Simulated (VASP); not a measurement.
A run of VASP 6.6.1 is set up as follows.

INCAR

```
SYSTEM = Si2W
PREC = Accurate
ENCUT = 520
EDIFF = 1E-6
ISMEAR = -1
SIGMA = 0.02
LREAL = .FALSE.
LASPH = .TRUE.
NELM = 100
ALGO = Normal
ISIF = 2
LWAVE = .FALSE.
LCHARG = .FALSE.
GGA = CA
NBANDS = 43
```

Contents of KPOINTS:

```
Automatic mesh
0
G
  6 6 4
  0 0 0
```

The input POSCAR:

```
Si2W
1.0
    4.5510895427      0.0000000000      0.0000000000
   -2.2755447713      3.9413591588      0.0000000000
    0.0000000000      0.0000000000      6.5660793256
Si W
6 3
Direct
    0.8361368241      0.6722736482      0.5000000000
    0.1638631759      0.8361368241      0.8333333333
    0.6722736482      0.8361368241      0.1666666667
    0.1638631759      0.3277263518      0.5000000000
    0.8361368241      0.1638631759      0.8333333333
    0.3277263518      0.1638631759      0.1666666667
    0.0000000000      0.5000000000      0.1666666667
    0.5000000000      0.5000000000      0.8333333333
    0.5000000000      0.0000000000      0.5000000000
```

Potentials or basis: VASP PAW LDA potentials, release 64 (Si, W_sv).

Run with:

```console
$ cat potpaw_LDA.64/Si/POTCAR potpaw_LDA.64/W_sv/POTCAR > POTCAR
$ mpirun -np 1 vasp_std > vasp.out
```

Task: Estimate the largest force.

Result: 0.007 eV/Å.

Task: Estimate the pressure.

Result: 0.8 GPa.

Task: Estimate the band gap on the k mesh.

Result: Zero (band 33 reaches 12.94 eV, above the bottom of band 34 at 12.92 eV).

Forces in eV/Å, atoms in the order of the input:
```
Si   0.000  0.007  0.000
Si  -0.006  0.004  0.000
Si   0.006  0.004  0.000
Si   0.000 -0.007  0.000
Si   0.006 -0.004  0.000
Si  -0.006 -0.004  0.000
W    0.000  0.000  0.000
W    0.000  0.000  0.000
W    0.000  0.000  0.000
```

Caveat: spin-orbit coupling is left out, which moves the levels of the heavy elements.
